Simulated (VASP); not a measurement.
Write the native input for VASP 6.6.1 that does the following.

```yaml
Task: single point
Functional: PBE
Dispersion: D3(BJ)
Potentials_or_basis: VASP PAW PBE potentials, release 64 (Na_pv, S, Li_sv, Cl)
Cutoff: 520 eV
k_mesh: 1 × 1 × 1, shifted
Occupations: fermi-dirac, width 0.112 eV
Spin: no spin polarisation
Dipole_correction: no
Further_INCAR_settings: LREAL = Auto; ALGO = Normal; EDIFF = 1e-06; NBANDS = 71; ISYM = 0
```

The structure of Na4Li7S2Cl7 lies in POSCAR:

```
Na4Li7S2Cl7
1.0
    7.4728680000      0.0415700000     -0.1084870000
    0.0415700000      7.3694800000     -0.0643420000
   -0.1084870000     -0.0643420000      7.5562280000
Na S Li Cl
4 2 7 7
Direct
    0.6577987444      0.5509229080      0.5065127858
   -0.0557824555      0.9305074305      0.6840014671
    0.6295997672      0.8504332990      0.9237923961
    0.9022456204      0.0539321627      0.1096848883
    0.5447936969      0.5929667800      0.1699651866
    0.1163223385      0.3392213136      0.1934693658
    0.8796242504      0.2538631057      0.4296736223
    0.3836603715      0.7234117280      0.3800320636
    0.1920616657      0.4571759458      0.4489135067
    0.8067262636      0.4512207337      0.0694380525
    0.3827013048      0.1605308508      0.2313696718
    0.2357912712      0.5267535017      0.0051636427
    0.3096483596      0.1218976989      0.7643644373
    0.8992306773      0.6716020386      0.9018651974
    0.6130640256      0.1642219426      0.8597089507
   -0.0581067785      0.2869482286      0.7152207415
    0.6284742832      0.0809104052      0.4500060383
    0.2840654281      0.9219043078     -0.0036685535
    0.3589576400      0.5261663749      0.7054559278
    0.2231111986      0.9469677991      0.4985388830
```

The input as run:

INCAR

```
PREC     = Accurate       # precision mode
ENCUT    = 520            # plane-wave cutoff, eV
EDIFF    = 1E-6           # SCF threshold, eV
ISMEAR   = -1             # smearing method
SIGMA    = 0.112          # smearing width, eV
LREAL    = Auto         
LASPH    = T              # aspherical terms in the spheres
NELM     = 60             # most SCF steps
ALGO     = Normal         # electronic algorithm
ISIF     = 2              # what is computed and relaxed
LWAVE    = F              # write WAVECAR
LCHARG   = F              # write CHGCAR
GGA      = PE             # functional
IVDW     = 12             # dispersion correction
ISYM     = 0            
NBANDS   = 71             # bands
```

KPOINTS

```
Automatic mesh
0
Gamma
  1 1 1
  0.25 0.25 0.25
```

Potentials or basis: VASP PAW PBE potentials, release 64 (Na_pv, S, Li_sv, Cl).

Run with:

```console
$ cat potpaw_PBE.64/Na_pv/POTCAR potpaw_PBE.64/S/POTCAR potpaw_PBE.64/Li_sv/POTCAR potpaw_PBE.64/Cl/POTCAR > POTCAR
$ mpirun -np 1 vasp_std > vasp.out
```

It gave:

The largest force is 1.929 eV/Å and the band gap on the k mesh is 2.88 eV. The dispersion energy per atom is -0.204 eV.

Caveat: the k points lie up to 0.85 Å⁻¹ apart.

It took 52 s on 1 thread of Intel(R) Xeon(R) Platinum 8488C (Sapphire Rapids), on a shared host, peak memory 0.46 GiB.
